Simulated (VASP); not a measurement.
AlN:

```xyz
4
Lattice="3.1286 0.0000 0.0000 -1.5643 2.7094 0.0000 0.0000 0.0000 5.0170" Properties=species:S:1:pos:R:3 pbc="T T T"
Al    1.5643    0.9031    2.5049
Al    0.0000    1.8063    5.0134
N     1.5643    0.9031    4.4185
N     0.0000    1.8063    1.9100
```

| Item | Value |
| --- | --- |
| Program | VASP 6.6.1 |
| Task | relaxation of cell and atoms |
| Functional | r2SCAN |
| Potentials or basis | VASP PAW PBE potentials, release 64 (Al, N) |
| Cutoff | 600 eV |
| k mesh | 9 × 9 × 6 |
| Occupations | gaussian, width 0.02 eV |
| Spin | no spin polarisation |

At the start: pressure -4.7 GPa; volume 10.63 Å³/atom.

Q: How do energy, volume and symmetry change on relaxing?

A: Over 7 steps the energy falls by 3.6 meV/atom and the volume is 10.39 Å³/atom (-2.3 %); space group P6_3mc (No. 186, to 0.05 Å).

Step by step:
```tsv
step	energy change (eV)	largest force (eV/Å)	pressure (GPa)	volume (Å³)
1	0.0000	0.0025	-4.71	42.53
2	-0.0001	0.0120	4.98	40.63
3	-0.0145	0.0049	-0.08	41.57
4	-0.0145	0.0051	0.02	41.55
5	-0.0145	0.0081	0.02	41.55
6	-0.0145	0.0089	0.03	41.55
7	-0.0145	0.0028	-0.02	41.55
```

Final structure:
```
Al N
1.0
     3.10535    0.00000    0.00000
    -1.55267    2.68931    0.00000
     0.00000    0.00000    4.97576
Al N
2 2
Direct
  0.66667 0.33333 0.49914
  0.33333 0.66667 0.99914
  0.66667 0.33333 0.88086
  0.33333 0.66667 0.38086
```

Caveat: the PAW data sets were made with another functional, which shifts forces and pressure a little.
